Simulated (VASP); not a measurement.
# BiAs (wurtzite type) (P6_3mc) in VASP: further runs, part 2 of 2

VASP 6.6.1. The steps go on from the part before.

## (3) Single point, PBE

Input file POSCAR:

```
BiAs
1.0
    5.0352345427      0.0000000000      0.0000000000
   -2.5176172714      4.3606410280      0.0000000000
    0.0000000000      0.0000000000      6.4976952971
Bi As
2 2
Direct
    0.3333333333      0.6666666667     -0.0273585753
    0.6666666667      0.3333333333      0.4726414247
    0.3333333333      0.6666666667      0.4033585753
    0.6666666667      0.3333333333      0.9033585753
```

Input file INCAR.step1:

```
PREC = Accurate ; ENCUT = 520
EDIFF = 1E-6 ; ISMEAR = -1
SIGMA = 0.05 ; LREAL = False
LASPH = True ; NELM = 80
ALGO = Normal ; ISIF = 2
LWAVE = False ; LCHARG = True
GGA = PE ; NBANDS = 28
```

Input file KPOINTS.step1:

```
Automatic mesh
0
Gamma
  10 10 6
```

Input file INCAR.step2:

```
PREC = Accurate ; ENCUT = 520
EDIFF = 1E-6 ; ISMEAR = -5
SIGMA = 0.05 ; LREAL = False
LASPH = True ; NELM = 80
ALGO = Normal ; ISIF = 2
LWAVE = False ; LCHARG = False
GGA = PE ; LORBIT = 10
NBANDS = 28 ; NEDOS = 2001
ICHARG = 11
```

Input file KPOINTS.step2:

```
Automatic mesh
0
Gamma
  15 15 9
```

Potentials or basis: VASP PAW PBE potentials, release 64 (Bi_d, As).

Started as:

```bash
$ cat potpaw_PBE.64/Bi_d/POTCAR potpaw_PBE.64/As/POTCAR > POTCAR
$ cp INCAR.step1 INCAR
$ cp KPOINTS.step1 KPOINTS
$ mpirun -np 1 vasp_std > vasp.out
$ cp INCAR.step2 INCAR
$ cp KPOINTS.step2 KPOINTS
$ mpirun -np 1 vasp_std > vasp.out
```

OUTCAR:

```text
PREC = Accurate
   ENCUT = 520
   EDIFF = 1E-6
   ISMEAR = -5
   LREAL = False
   LASPH = True
   NELM = 80
   ISIF = 2
   GGA = PE
   LORBIT = 10
   ICHARG = 11

 ion  position               nearest neighbor table
   1  0.333  0.667  0.973-   3 2.80   4 2.94   4 2.94   4 2.94
   2  0.667  0.333  0.473-   4 2.80   3 2.94   3 2.94   3 2.94
   3  0.333  0.667  0.403-   1 2.80   2 2.94   2 2.94   2 2.94
   4  0.667  0.333  0.903-   2 2.80   1 2.94   1 2.94   1 2.94

  LATTYP: Found a hexagonal cell.
 ALAT       =     5.0352345427
 C/A-ratio  =     1.2904454086

  Lattice vectors:

 A1 = (   5.0352345427,   0.0000000000,   0.0000000000)
 A2 = (  -2.5176172714,   4.3606410280,   0.0000000000)
 A3 = (   0.0000000000,   0.0000000000,   6.4976952971)

Analysis of symmetry for initial positions (statically):
=====================================================================
 Subroutine PRICEL returns:
 Original cell was already a primitive cell.

 Routine SETGRP: Setting up the symmetry group for a
 hexagonal supercell.

 Subroutine GETGRP returns: Found 12 space group operations
 (whereof  6 operations were pure point group operations)
 out of a pool of 24 trial point group operations.

The static configuration has the point symmetry C_3v.
 The point group associated with its full space group is C_6v.

Analysis of symmetry for dynamics (positions and initial velocities):
=====================================================================
 Subroutine PRICEL returns:
 Original cell was already a primitive cell.

 Routine SETGRP: Setting up the symmetry group for a
 hexagonal supercell.

 Subroutine GETGRP returns: Found 12 space group operations
 (whereof  6 operations were pure point group operations)
 out of a pool of 24 trial point group operations.

The dynamic configuration has the point symmetry C_3v.
 The point group associated with its full space group is C_6v.

 Subroutine INISYM returns: Found 12 space group operations
 (whereof  6 operations are pure point group operations),
 and found     1 'primitive' translations

----------------------------------------------------------------------------------------

                                     Primitive cell

  volume of cell :     142.6689

  direct lattice vectors                    reciprocal lattice vectors
     5.035234543  0.000000000  0.000000000     0.198600481  0.114662041  0.000000000
    -2.517617271  4.360641028  0.000000000     0.000000000  0.229324082  0.000000000
     0.000000000  0.000000000  6.497695297     0.000000000  0.000000000  0.153900722

  length of vectors
     5.035234543  5.035234543  6.497695297     0.229324082  0.229324082  0.153900722

  position of ions in fractional coordinates (direct lattice)
     0.333333333  0.666666667  0.972641425
     0.666666667  0.333333333  0.472641425
     0.333333333  0.666666667  0.403358575
     0.666666667  0.333333333  0.903358575

  ion indices of the primitive-cell ions
   primitive index   ion index
                 1           1
                 2           2
                 3           3
[... 36 lines left out ...]
  0.266667  0.000000  0.000000      6.000000
  0.333333  0.000000  0.000000      6.000000
[... 16 lines left out ...]
  0.333333  0.200000  0.000000     12.000000
  0.400000  0.200000  0.000000      6.000000
 [... further k-points ...]
   k-points           NKPTS =    135   k-points in BZ     NKDIM =    135   number of bands    NBANDS=     28
   number of dos      NEDOS =   2001   number of ions     NIONS =      4
   total plane-waves  NPLWV =  76800
   dimension x,y,z NGX =    40 NGY =   40 NGZ =   48
   dimension x,y,z NGXF=    80 NGYF=   80 NGZF=   96
   ions per type =               2   2
   NGX,Y,Z   is equivalent  to a cutoff of  13.21, 13.21, 12.28 a.u.
   NGXF,Y,Z  is equivalent  to a cutoff of  26.41, 26.41, 24.56 a.u.
 SYSTEM =  unknown system
   PREC   = accura    normal or accurate (medium, high low for compatibility)
   ISTART =      0    job   : 0-new  1-cont  2-samecut
   ICHARG =     11    charge: 1-file 2-atom 10-const
   ISPIN  =      1    spin polarized calculation?
   LNONCOLLINEAR =      F non collinear calculations
   LSORBIT =      F    spin-orbit coupling
   LASPH  =      T    aspherical Exc in radial PAW
   ENCUT  =  520.0 eV  38.22 Ry    6.18 a.u.   9.36  9.36 12.08*2*pi/ulx,y,z
   NELM   =     80;   NELMIN=  2; NELMDL=  0     # of ELM steps
   EDIFF  = 0.1E-05   stopping-criterion for ELM
   LREAL  =      F    real-space projection
   EDIFFG = 0.1E-04   stopping-criterion for IOM
   NSW    =      0    number of steps for IOM
   IBRION =     -1    ionic relax: 0-MD 1-quasi-New 2-CG
   NFREE  =      0    steps in history (QN), initial steepest desc. (CG)
   ISIF   =      2    stress and relaxation
   ISYM   =      2    0-nonsym 1-usesym 2-fastsym
   POTIM  = 0.5000    time-step for ionic-motion
   TEBEG  =    0.0;   TEEND  =   0.0 temperature during run
   PSTRESS=    0.0 pullay stress
   NELECT =      40.0000    total number of electrons
   NUPDOWN=      -1.0000    fix difference up-down
   EMIN   =  10.00;   EMAX   =-10.00  energy-range for DOS
   EFERMI =   0.00;   METHOD = LEGACY
   ISMEAR =    -5;   SIGMA  =   0.05  broadening in eV -4-tet -1-fermi 0-gaus
   EFERMI_NEDOS =   21; number of points for ismear=-14 and -15
   IALGO  =     38    algorithm
   IMIX   =      4    mixing-type and parameters
     AMIX     =   0.40;   BMIX     =  1.00
     AMIX_MAG =   1.60;   BMIX_MAG =  1.00
  volume/ion in A,a.u.               =      35.67       240.69
  Fermi-wavevector in a.u.,A,eV,Ry     =   1.071482  2.024808 15.620502  1.148074
  Thomas-Fermi vector in A             =   2.207224
   LORBIT       =     10    0 simple, 1 ext, 2 COOP (PROOUT), +10 PAW based schemes
   GGA     = PE    functional components
   LHFCALC =     F    Hartree Fock is set to
   AEXX    =    0.0000 exact exchange contribution
   IVDW    =     0    specifies the selected vdW correction
   LEPSILON=     F    determine dielectric tensor
   LRPA    =     F    only Hartree local field effects (RPA)
 non-spin polarized calculation
 Fermi weights with tetrahedron method with Bloechl corrections
  energy-cutoff  :      520.00
  volume of cell :      142.67
 maximum number of plane-waves:      3864
 NGX is ok and might be reduce to    40

 number of electron      40.0000001 magnetization

 Free energy of the ion-electron system (eV)
  ---------------------------------------------------
  ext. energy  EPLUGINS =         0.00000000
  ---------------------------------------------------
  free energy    TOTEN  =       -16.82827322 eV

  energy without entropy =      -16.82827322  energy(sigma->0) =      -16.82827322

 E-fermi :   4.2233     XC(G=0):  -8.4413

 val. band max:        4.2154650214   @ k =   0.3333   0.2667   0.0000
 cond. band min:       4.3402297487   @ k =   0.0667   0.0667   0.0000
 fundamental gap:      0.1247647273
 Fermi energy:         4.2232911255

 k-point     1 :       0.0000    0.0000    0.0000
  band No.  band energies     occupation
      1     -19.1045      2.00000
      2     -19.0899      2.00000
      3     -19.0899      2.00000
      4     -19.0897      2.00000
      5     -19.0887      2.00000
      6     -19.0887      2.00000
[... 733 lines left out ...]
     27       9.2639      0.00000
     28       9.8056      0.00000

 [... further k-points ...]

------------------------ aborting loop because EDIFF is reached ----------------------------------------

  FORCE on cell =-STRESS in cart. coord.  units (eV):
  Direction    XX          YY          ZZ          XY          YZ          ZX
  --------------------------------------------------------------------------------------
  -------------------------------------------------------------------------------------
  Total       -0.0007714     -0.0007714      0.0225491      0.0000000     -0.0000000      0.0000000
  in kB       -0.0086627     -0.0086627      0.2532269      0.0000000     -0.0000000      0.0000000
  external PRESSURE =       0.0786338 kB  Pullay stress =       0.0000000 kB

 VOLUME and BASIS-vectors are now :
 -----------------------------------------------------------------------------
  energy-cutoff  :      520.00
  volume of cell :      142.67
      direct lattice vectors                 reciprocal lattice vectors
     5.035234543  0.000000000  0.000000000     0.198600481  0.114662041  0.000000000
    -2.517617271  4.360641028  0.000000000     0.000000000  0.229324082  0.000000000
     0.000000000  0.000000000  6.497695297     0.000000000  0.000000000  0.153900722

 POSITION                                       TOTAL-FORCE (eV/Angst)
 -----------------------------------------------------------------------------------
     -0.00000      2.90709      6.31993        -0.000000      0.000000     -0.010121
      2.51762      1.45355      3.07108         0.000000     -0.000000     -0.010121
     -0.00000      2.90709      2.62090        -0.000000     -0.000000      0.010121
      2.51762      1.45355      5.86975         0.000000     -0.000000      0.010121
 -----------------------------------------------------------------------------------
    total drift:                               -0.000000      0.000000      0.000442

  FREE ENERGIE OF THE ION-ELECTRON SYSTEM (eV)
  ---------------------------------------------------
  free  energy   TOTEN  =       -16.8282732151 eV

  energy  without entropy=      -16.8282732151  energy(sigma->0) =      -16.82827322

 total charge

# of ion       s       p       d       tot
------------------------------------------
    1        1.570   1.235   9.922  12.728
    2        1.570   1.235   9.922  12.728
    3        1.292   1.389   0.019   2.701
    4        1.292   1.389   0.019   2.701
--------------------------------------------------
tot          5.725   5.249  19.883  30.857
```

It took 9.8 min on 1 thread of Oxide Virtual Turin-like, shared host; peak memory 0.55 GiB.

Results:

| Item | Value |
| --- | --- |
| Valence electrons inside the program's atomic spheres | Bi 12.73; As 2.70 |

Caveat: spin-orbit coupling is left out, which moves the levels of the heavy elements.
